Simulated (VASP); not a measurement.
Set up this calculation in VASP 6.6.1, as the native input.

| Property | Result |
| --- | --- |
| Task | relaxation of cell and atoms |
| Functional | PBE |
| Potentials or basis | VASP PAW PBE potentials, release 64 (Cu, H) |
| Cutoff | 600 eV |
| k mesh | 4 × 4 × 4 |
| Occupations | gaussian, width 0.1 eV |
| Spin | no spin polarisation |
| Dipole correction | no |
| Further INCAR settings | ALGO = Normal; EDIFF = 1e-06; IBRION = 2; EDIFFG = -0.04; NSW = 90; ISIF = 3 |

The structure of Cu3H lies in POSCAR:

```
Cu3H
1.0
    4.2699650000      0.0000000000      0.0000000000
    0.0000000000      4.2699650000      0.0000000000
    0.0000000000      0.0000000000      4.2699650000
Cu H
6 2
Direct
    0.2500000000      0.0000000000      0.5000000000
    0.5000000000      0.7500000000      0.0000000000
    0.7500000000      0.0000000000      0.5000000000
    0.5000000000      0.2500000000      0.0000000000
    0.0000000000      0.5000000000      0.7500000000
    0.0000000000      0.5000000000      0.2500000000
    0.0000000000      0.0000000000      0.0000000000
    0.5000000000      0.5000000000      0.5000000000
```

These files were run (other wordings do the same):

INCAR

```
PREC     = Accurate       # precision mode
ENCUT    = 600            # plane-wave cutoff, eV
EDIFF    = 1E-6           # SCF threshold, eV
ISMEAR   = 0              # smearing method
SIGMA    = 0.1            # smearing width, eV
LREAL    = False          # projectors in reciprocal space
LASPH    = True           # aspherical terms in the spheres
NELM     = 60             # most SCF steps
ALGO     = Normal         # electronic algorithm
ISIF     = 3              # what is computed and relaxed
LWAVE    = False          # write WAVECAR
LCHARG   = False          # write CHGCAR
GGA      = PE             # functional
IBRION   = 2              # ionic algorithm
NSW      = 90             # ionic steps
EDIFFG   = -0.04          # ionic threshold
```

KPOINTS

```
regular mesh
0
Gamma
  4 4 4
```

Potentials or basis: VASP PAW PBE potentials, release 64 (Cu, H).

Command:

```sh
$ cat potpaw_PBE.64/Cu/POTCAR potpaw_PBE.64/H/POTCAR > POTCAR
$ mpirun -np 1 vasp_std > vasp.out
```

Results of the run:

```json
{"Relaxed volume": "11.11 Å³/atom", "Relaxed cell": "a = 4.463 Å, b = 4.463 Å, c = 4.463 Å, α = 90.00°, β = 90.00°, γ = 90.00°", "Space group after relaxing (to 0.05 Å)": "Pm-3n (No. 223)", "Energy gained by relaxing": "75.6 meV/atom", "Ionic steps": "3", "Pressure after relaxing": "0.2 GPa", "Band gap on the k mesh": "zero (band 34 reaches 6.21 eV, above the bottom of band 35 at 5.14 eV)"}
```

Caveat: the k points lie up to 0.35 Å⁻¹ apart in the final cell.

It took 46 s on 1 thread of Intel(R) Xeon(R) 6975P-C (Granite Rapids), on a shared host, peak memory 0.21 GiB.
